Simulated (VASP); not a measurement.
Al3Cu, 4 atoms in the cell. The structure is cubic, space group Pm-3m (No. 221). Conventional cell: a = 3.855 Å, b = 3.855 Å, c = 3.855 Å, α = 90.00°, β = 90.00°, γ = 90.00°. Within 3.6 Å of Al (site symmetry 4/mmm) lie 8 Al at 2.73 Å and 4 Cu at 2.73 Å. Within 3.6 Å of Cu (site symmetry m-3m) lie 12 Al at 2.73 Å. 

* Program: VASP 6.6.1
* Task: single point
* Functional: LDA
* Potentials or basis: VASP PAW LDA potentials, release 64 (Al, Cu)
* Cutoff: 520 eV
* k mesh: 10 × 10 × 10
* Occupations: gaussian, width 0.15 eV
* Spin: no spin polarisation
* Dipole correction: no
* Further INCAR settings: ALGO = Normal; EDIFF = 1e-06; NBANDS = 18

Potentials or basis: VASP PAW LDA potentials, release 64 (Al, Cu).

The run is started by

```bash
$ cat potpaw_LDA.64/Al/POTCAR potpaw_LDA.64/Cu/POTCAR > POTCAR
$ mpirun -np 1 vasp_std > vasp.out
```

Hardware: 1 thread of AMD EPYC 7R43 64-Core Processor (Zen 3), with other jobs on the host.

How long does it take, and how much memory?

It took 100 s on 1 thread of AMD EPYC 7R43 64-Core Processor (Zen 3), with other jobs on the host, peak memory 0.14 GiB. Counts: scf iterations 16, k points 56.
